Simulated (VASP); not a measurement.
# NaCl (Fm-3m) in VASP: further runs

The runs below take NaCl through single point, with PBEsol.

Program: VASP 6.6.1. These are calculated values, not measurements. Logs are shortened: lines on timing, memory, paths and dates and some standing lists are left out, and cuts for length are marked.

## 1. The cell of the first run

The structure is cubic, space group Fm-3m (No. 225). The conventional cell has a = 5.513 Å, b = 5.513 Å, c = 5.513 Å, α = 90.00°, β = 90.00°, γ = 90.00°. Within 3.6 Å of Cl (site symmetry m-3m) lie 6 Na at 2.76 Å. Na (site symmetry m-3m) has 6 Cl at 2.76 Å within 3.6 Å.

## 2. Single point, PBEsol

Contents of INCAR:

```
  PREC = Accurate
  ENCUT = 520
  EDIFF = 1E-6
  ISMEAR = -1
  SIGMA = 0.05
  LREAL = False
  LASPH = True
  NELM = 80
  ALGO = Normal
  ISIF = 2
  LWAVE = False
  LCHARG = True
  GGA = PS
  LELF = True
  LVHAR = True
  NBANDS = 14
```

Contents of KPOINTS:

```
Automatic mesh
0
Gamma
  8 8 8
```

Contents of POSCAR:

```
NaCl
1.0
    0.0000000000      2.7563009776      2.7563009776
    2.7563009776      0.0000000000      2.7563009776
    2.7563009776      2.7563009776      0.0000000000
Cl Na
1 1
Direct
    0.5000000000      0.5000000000      0.5000000000
    0.0000000000      0.0000000000      0.0000000000
```

Potentials or basis: VASP PAW PBE potentials, release 64 (Cl, Na_pv).

Launch:

```bash
cat potpaw_PBE.64/Cl/POTCAR potpaw_PBE.64/Na_pv/POTCAR > POTCAR
mpirun -np 1 vasp_std > vasp.out
```

OUTCAR:

```text
PREC = Accurate
   ENCUT = 520
   EDIFF = 1E-6
   ISMEAR = -1
   LREAL = False
   LASPH = True
   NELM = 80
   ISIF = 2
   GGA = PS

 ion  position               nearest neighbor table
   1  0.500  0.500  0.500-
   2  0.000  0.000  0.000-

  LATTYP: Found a face centered cubic cell.
 ALAT       =     5.5126019552

  Lattice vectors:

 A1 = (   0.0000000000,   2.7563009776,   2.7563009776)
 A2 = (   2.7563009776,   0.0000000000,   2.7563009776)
 A3 = (   2.7563009776,   2.7563009776,   0.0000000000)

Analysis of symmetry for initial positions (statically):
=====================================================================
 Subroutine PRICEL returns:
 Original cell was already a primitive cell.

 Routine SETGRP: Setting up the symmetry group for a
 face centered cubic supercell.

 Subroutine GETGRP returns: Found 48 space group operations
 (whereof 48 operations were pure point group operations)
 out of a pool of 48 trial point group operations.

The static configuration has the point symmetry O_h .

Analysis of symmetry for dynamics (positions and initial velocities):
=====================================================================
 Subroutine PRICEL returns:
 Original cell was already a primitive cell.

 Routine SETGRP: Setting up the symmetry group for a
 face centered cubic supercell.

 Subroutine GETGRP returns: Found 48 space group operations
 (whereof 48 operations were pure point group operations)
 out of a pool of 48 trial point group operations.

The dynamic configuration has the point symmetry O_h .

 Subroutine INISYM returns: Found 48 space group operations
 (whereof 48 operations are pure point group operations),
 and found     1 'primitive' translations

----------------------------------------------------------------------------------------

                                     Primitive cell

  volume of cell :      41.8803

  direct lattice vectors                    reciprocal lattice vectors
     0.000000000  2.756300978  2.756300978    -0.181402541  0.181402541  0.181402541
     2.756300978  0.000000000  2.756300978     0.181402541 -0.181402541  0.181402541
     2.756300978  2.756300978  0.000000000     0.181402541  0.181402541 -0.181402541

  length of vectors
     3.897998225  3.897998225  3.897998225     0.314198417  0.314198417  0.314198417

  position of ions in fractional coordinates (direct lattice)
     0.500000000  0.500000000  0.500000000
     0.000000000  0.000000000  0.000000000

  ion indices of the primitive-cell ions
   primitive index   ion index
                 1           1
                 2           2

----------------------------------------------------------------------------------------

 KPOINTS: Automatic mesh

Automatic generation of k-mesh.
 Grid dimensions read from file:
 generate k-points for:    8    8    8

 Generating k-lattice:

  Cartesian coordinates                     Fractional coordinates (reciprocal lattice)
    -0.022675318  0.022675318  0.022675318     0.125000000  0.000000000  0.000000000
     0.022675318 -0.022675318  0.022675318     0.000000000  0.125000000  0.000000000
     0.022675318  0.022675318 -0.022675318     0.000000000  0.000000000  0.125000000

  Length of vectors
     0.039274802  0.039274802  0.039274802

  Shift w.r.t. Gamma in fractional coordinates (k-lattice)
     0.000000000  0.000000000  0.000000000

 Subroutine IBZKPT returns following result:
 ===========================================

 Found     29 irreducible k-points:

 Following reciprocal coordinates:
            Coordinates               Weight
  0.000000  0.000000  0.000000      1.000000
  0.125000  0.000000  0.000000      8.000000
  0.250000  0.000000  0.000000      8.000000
  0.375000  0.000000  0.000000      8.000000
  0.500000  0.000000  0.000000      4.000000
  0.125000  0.125000  0.000000      6.000000
[... 16 lines left out ...]
  0.500000  0.250000  0.125000     48.000000
 -0.375000  0.250000  0.125000     24.000000
 [... further k-points ...]
   k-points           NKPTS =     29   k-points in BZ     NKDIM =     29   number of bands    NBANDS=     14
   number of dos      NEDOS =    301   number of ions     NIONS =      2
   total plane-waves  NPLWV =  27000
   dimension x,y,z NGX =    30 NGY =   30 NGZ =   30
   dimension x,y,z NGXF=    60 NGYF=   60 NGZF=   60
   ions per type =               1   1
   NGX,Y,Z   is equivalent  to a cutoff of  12.79, 12.79, 12.79 a.u.
   NGXF,Y,Z  is equivalent  to a cutoff of  25.59, 25.59, 25.59 a.u.
 SYSTEM =  unknown system
   PREC   = accura    normal or accurate (medium, high low for compatibility)
   ISTART =      0    job   : 0-new  1-cont  2-samecut
   ICHARG =      2    charge: 1-file 2-atom 10-const
   ISPIN  =      1    spin polarized calculation?
   LNONCOLLINEAR =      F non collinear calculations
   LSORBIT =      F    spin-orbit coupling
   LASPH  =      T    aspherical Exc in radial PAW
   ENCUT  =  520.0 eV  38.22 Ry    6.18 a.u.   7.25  7.25  7.25*2*pi/ulx,y,z
   NELM   =     80;   NELMIN=  2; NELMDL= -5     # of ELM steps
   EDIFF  = 0.1E-05   stopping-criterion for ELM
   LREAL  =      F    real-space projection
   EDIFFG = 0.1E-04   stopping-criterion for IOM
   NSW    =      0    number of steps for IOM
   IBRION =     -1    ionic relax: 0-MD 1-quasi-New 2-CG
   NFREE  =      0    steps in history (QN), initial steepest desc. (CG)
   ISIF   =      2    stress and relaxation
   ISYM   =      2    0-nonsym 1-usesym 2-fastsym
   POTIM  = 0.5000    time-step for ionic-motion
   TEBEG  =    0.0;   TEEND  =   0.0 temperature during run
   PSTRESS=    0.0 pullay stress
   NELECT =      14.0000    total number of electrons
   NUPDOWN=      -1.0000    fix difference up-down
   EMIN   =  10.00;   EMAX   =-10.00  energy-range for DOS
   EFERMI =   0.00;   METHOD = LEGACY
   ISMEAR =    -1;   SIGMA  =   0.05  broadening in eV -4-tet -1-fermi 0-gaus
   EFERMI_NEDOS =   21; number of points for ismear=-14 and -15
   IALGO  =     38    algorithm
   IMIX   =      4    mixing-type and parameters
     AMIX     =   0.40;   BMIX     =  1.00
     AMIX_MAG =   1.60;   BMIX_MAG =  1.00
  volume/ion in A,a.u.               =      20.94       141.31
  Fermi-wavevector in a.u.,A,eV,Ry     =   1.136181  2.147071 17.563861  1.290907
  Thomas-Fermi vector in A             =   2.272886
   LORBIT       =      0    0 simple, 1 ext, 2 COOP (PROOUT), +10 PAW based schemes
   GGA     = PS    functional components
   LHFCALC =     F    Hartree Fock is set to
   AEXX    =    0.0000 exact exchange contribution
   IVDW    =     0    specifies the selected vdW correction
   LEPSILON=     F    determine dielectric tensor
   LRPA    =     F    only Hartree local field effects (RPA)
 non-spin polarized calculation
  energy-cutoff  :      520.00
  volume of cell :       41.88
 maximum number of plane-waves:      1158
 NGX is ok and might be reduce to    30
   NGX = 15   NGY = 15   NGZ = 15

 number of electron      14.0000008 magnetization

 Free energy of the ion-electron system (eV)
  ---------------------------------------------------
  ext. energy  EPLUGINS =         0.00000000
  ---------------------------------------------------
  free energy    TOTEN  =        -6.98869523 eV

  energy without entropy =       -6.98869523  energy(sigma->0) =       -6.98869523

 E-fermi :   0.7143     XC(G=0):  -8.6395

 val. band max:       -0.3708177152   @ k =   0.0000   0.0000   0.0000
 cond. band min:       4.8236983593   @ k =   0.0000   0.0000   0.0000
 fundamental gap:      5.1945160745
 Fermi energy:         0.7143106397

 k-point     1 :       0.0000    0.0000    0.0000
  band No.  band energies     occupation
      1     -20.9031      2.00000
      2     -20.9031      2.00000
      3     -20.9031      2.00000
      4     -13.1831      2.00000
      5      -0.3708      2.00000
      6      -0.3708      2.00000
      7      -0.3708      2.00000
      8       4.8237      0.00000
      9      10.6859      0.00000
     10      10.6859      0.00000
     11      10.6859      0.00000
     12      12.9999      0.00000
     13      12.9999      0.00000
     14      14.4819      0.00000

 k-point     2 :       0.1250    0.0000    0.0000
  band No.  band energies     occupation
      1     -20.9095      2.00000
      2     -20.9035      2.00000
      3     -20.9035      2.00000
      4     -13.1244      2.00000
      5      -0.7947      2.00000
      6      -0.4191      2.00000
      7      -0.4191      2.00000
      8       5.3566      0.00000
      9      10.1269      0.00000
     10      10.8982      0.00000
     11      10.8982      0.00000
     12      12.7527      0.00000
     13      12.7527      0.00000
     14      15.5172      0.00000

 k-point     3 :       0.2500    0.0000    0.0000
  band No.  band energies     occupation
      1     -20.9246      2.00000
      2     -20.9046      2.00000
      3     -20.9046      2.00000
      4     -12.9779      2.00000
      5      -1.6231      2.00000
      6      -0.5315      2.00000
      7      -0.5315      2.00000
      8       6.3311      0.00000
      9       9.6483      0.00000
     10      11.0435      0.00000
     11      11.0435      0.00000
     12      12.9795      0.00000
     13      12.9795      0.00000
     14      15.6288      0.00000
[... 324 lines left out ...]
 k-point    23 :       0.5000    0.2500    0.1250
  band No.  band energies     occupation
      1     -20.9339      2.00000
      2     -20.9138      2.00000
      3     -20.9080      2.00000
      4     -12.7694      2.00000
      5      -2.1232      2.00000
      6      -1.1639      2.00000
      7      -0.7886      2.00000
      8       7.8773      0.00000
      9       9.2923      0.00000
     10       9.6289      0.00000
     11      11.6941      0.00000
     12      13.5362      0.00000
     13      16.0612      0.00000
     14      16.4987      0.00000

 k-point    24 :      -0.3750    0.2500    0.1250
  band No.  band energies     occupation
      1     -20.9370      2.00000
      2     -20.9145      2.00000
      3     -20.9091      2.00000
      4     -12.7211      2.00000
      5      -2.2570      2.00000
      6      -1.2543      2.00000
      7      -0.8491      2.00000
      8       7.9430      0.00000
      9       9.3460      0.00000
     10      10.0252      0.00000
     11      11.4994      0.00000
     12      14.2043      0.00000
     13      15.5934      0.00000
     14      16.6375      0.00000

 [... further k-points ...]

------------------------ aborting loop because EDIFF is reached ----------------------------------------

  FORCE on cell =-STRESS in cart. coord.  units (eV):
  Direction    XX          YY          ZZ          XY          YZ          ZX
  --------------------------------------------------------------------------------------
  -------------------------------------------------------------------------------------
  Total        0.3754393      0.3754393      0.3754393     -0.0000000      0.0000000      0.0000000
  in kB       14.3628442     14.3628442     14.3628442     -0.0000000      0.0000000      0.0000000
  external PRESSURE =      14.3628442 kB  Pullay stress =       0.0000000 kB

 VOLUME and BASIS-vectors are now :
 -----------------------------------------------------------------------------
  energy-cutoff  :      520.00
  volume of cell :       41.88
      direct lattice vectors                 reciprocal lattice vectors
     0.000000000  2.756300978  2.756300978    -0.181402541  0.181402541  0.181402541
     2.756300978  0.000000000  2.756300978     0.181402541 -0.181402541  0.181402541
     2.756300978  2.756300978  0.000000000     0.181402541  0.181402541 -0.181402541

 POSITION                                       TOTAL-FORCE (eV/Angst)
 -----------------------------------------------------------------------------------
      2.75630      2.75630      2.75630        -0.000000      0.000000      0.000000
      0.00000      0.00000      0.00000         0.000000      0.000000      0.000000
 -----------------------------------------------------------------------------------
    total drift:                               -0.000000      0.000000      0.000000

  FREE ENERGIE OF THE ION-ELECTRON SYSTEM (eV)
  ---------------------------------------------------
  free  energy   TOTEN  =        -6.9886952312 eV

  energy  without entropy=       -6.9886952312  energy(sigma->0) =       -6.98869523
```

Wall time 19 s (1 thread of AMD EPYC 7R43 (Zen 3), shared host); peak memory 0.13 GiB.

What came out:

* Free energy: -6.9887 eV
* Pressure: 1.4 GPa
* Band gap on the k mesh: 5.19 eV, direct

Levels at points of the mesh, in eV from the valence-band top:
| k point | band 5 | band 6 | band 7 | band 8 | band 9 | band 10 |
| --- | --- | --- | --- | --- | --- | --- |
| (0.00, 0.00, 0.00) | 0.00 | 0.00 | 0.00 | 5.19 | 11.06 | 11.06 |
| (0.50, 0.00, 0.00) | -2.19 | -0.31 | -0.31 | 7.19 | 11.02 | 11.02 |
| (0.50, 0.50, 0.00) | -1.90 | -0.68 | -0.68 | 7.62 | 7.82 | 11.62 |

Caveat: the PAW data sets were made with another functional, which shifts forces and pressure a little.

## 3. Single point, PBEsol

This run uses another cell than the first one, of 20.50 Å³/atom, 0.979 times its volume.

Contents of INCAR:

```
SYSTEM = NaCl
  PREC = Accurate
  ENCUT = 520
  EDIFF = 1E-7
  ISMEAR = -1
  SIGMA = 0.05
  LREAL = .False.
  LASPH = .True.
  NELM = 100
  ALGO = Normal
  ISIF = 2
  LWAVE = .False.
  LCHARG = .False.
  GGA = PS
  NBANDS = 14
```

Contents of KPOINTS:

```
Automatic mesh
0
Gamma
  8 8 8
  0 0 0
```

Contents of POSCAR:

```
NaCl
1.0
    0.0000000000      2.7370255149      2.7370255149
    2.7370255149      0.0000000000      2.7370255149
    2.7370255149      2.7370255149      0.0000000000
Cl Na
1 1
Direct
    0.5000000000      0.5000000000      0.5000000000
    0.0000000000      0.0000000000      0.0000000000
```

Potentials or basis: VASP PAW PBE potentials, release 64 (Cl, Na_pv).

Launch:

```bash
cat potpaw_PBE.64/Cl/POTCAR potpaw_PBE.64/Na_pv/POTCAR > POTCAR
mpirun -np 1 vasp_std > vasp.out
```

Run time: 21 s. Hardware: 1 thread of AMD EPYC 7R43 (Zen 3), shared host; peak memory 0.13 GiB.

It converged, with:

| Quantity | Value |
| --- | --- |
| Free energy | -6.9787 eV |
| Pressure | 2.2 GPa |
| Band gap on the k mesh | 5.28 eV, direct |

Levels at points of the mesh, in eV from the valence-band top:
| k point | band 3 | band 4 | band 5 | band 6 | band 7 | band 8 | band 9 | band 10 | band 11 | band 12 |
| --- | --- | --- | --- | --- | --- | --- | --- | --- | --- | --- |
| (0.00, 0.00, 0.00) | -20.50 | -12.87 | 0.00 | 0.00 | 0.00 | 5.28 | 11.07 | 11.07 | 11.07 | 13.42 |
| (0.50, 0.00, 0.00) | -20.50 | -12.42 | -2.27 | -0.32 | -0.32 | 7.22 | 11.07 | 11.07 | 11.23 | 15.42 |
| (0.50, 0.50, 0.00) | -20.51 | -12.36 | -1.96 | -0.70 | -0.70 | 7.68 | 7.79 | 11.77 | 15.43 | 15.43 |

Caveat: the PAW data sets were made with another functional, which shifts forces and pressure a little.

## 4. Single point, PBEsol

This run uses another cell than the first one, of 21.38 Å³/atom, 1.021 times its volume.

Contents of INCAR:

```
SYSTEM = NaCl
PREC = Accurate
ENCUT = 520
EDIFF = 1E-7
ISMEAR = -1
SIGMA = 0.05
LREAL = .FALSE.
LASPH = .TRUE.
NELM = 100
ALGO = Normal
ISIF = 2
LWAVE = .FALSE.
LCHARG = .FALSE.
GGA = PS
NBANDS = 14
```

Contents of KPOINTS:

```
Automatic mesh
0
G
  8 8 8
  0 0 0
```

Contents of POSCAR:

```
NaCl
1.0
    0.0000000000      2.7753105505      2.7753105505
    2.7753105505      0.0000000000      2.7753105505
    2.7753105505      2.7753105505      0.0000000000
Cl Na
1 1
Direct
    0.5000000000      0.5000000000      0.5000000000
    0.0000000000      0.0000000000      0.0000000000
```

Launch:

```bash
cat potpaw_PBE.64/Cl/POTCAR potpaw_PBE.64/Na_pv/POTCAR > POTCAR
mpirun -np 1 vasp_std > vasp.out
```

Wall time 18 s (1 thread of AMD EPYC 7R43 (Zen 3), shared host); peak memory 0.13 GiB.

It converged, with:

- Free energy: -6.9950 eV
- Pressure: 0.8 GPa
- Band gap on the k mesh: 5.11 eV, direct

Levels at points of the mesh, in eV from the valence-band top:
```csv
k point,band 5,band 6,band 7,band 8,band 9,band 10
"(0.00, 0.00, 0.00)",0.00,0.00,0.00,5.11,11.04,11.04
"(0.50, 0.00, 0.00)",-2.12,-0.30,-0.30,7.16,10.89,10.97
"(0.50, 0.50, 0.00)",-1.84,-0.66,-0.66,7.57,7.84,11.47
```

Caveat: the PAW data sets were made with another functional, which shifts forces and pressure a little. Expect the measured gap to be larger: semilocal functionals such as PBEsol lack the derivative discontinuity.

## 5. The runs side by side

```csv
cell,gap on the mesh (eV),pressure (GPa)
"a = 3.898 Å, angles 60.0°, 2 atoms",5.19,1.4
"a = 3.871 Å, angles 60.0°, 2 atoms",5.28,2.2
"a = 3.925 Å, angles 60.0°, 2 atoms",5.11,0.8
```

Alike in all rows: task single point; level PBEsol; potentials or basis VASP PAW PBE potentials, release 64 (Cl, Na_pv); no spin polarisation; k mesh 8 × 8 × 8; cutoff (eV) 520; smearing fermi-dirac 0.05 eV.

Caveats: the PAW data sets were made with another functional, which shifts forces and pressure a little.

Total energies depend on the potentials used, so only differences within one code and one set of settings carry meaning.
